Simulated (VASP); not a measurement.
Runs of VASP 6.6.1 on AlN. The structure is that of space group F-43m (No. 216), or close to it. The cells are those of the table. 

| cell | gap on the mesh (eV) | pressure (GPa) |
| --- | --- | --- |
| a = 3.047 Å, angles 60.0°, 2 atoms | 3.65 | 13.9 |
| a = 3.169 Å, angles 60.0°, 2 atoms | 3.53 | -9.5 |
| a = 3.129 Å, angles 60.0°, 2 atoms | 3.59 | -3.1 |
| a = 3.089 Å, angles 60.0°, 2 atoms | 3.62 | (b) |
| a = 3.004 Å, angles 60.0°, 2 atoms | 3.68 | (a) |

Alike in all rows: task single point; level PBE; potentials or basis VASP PAW PBE potentials, release 64 (Al, N); no spin polarisation; k mesh 7 × 7 × 7; cutoff (eV) 520; smearing gaussian 0.01 eV.

**Question.** Estimate the missing entries.

**Answer.** (a) 25.3; (b) 4.6.

A k mesh can miss the band edges.
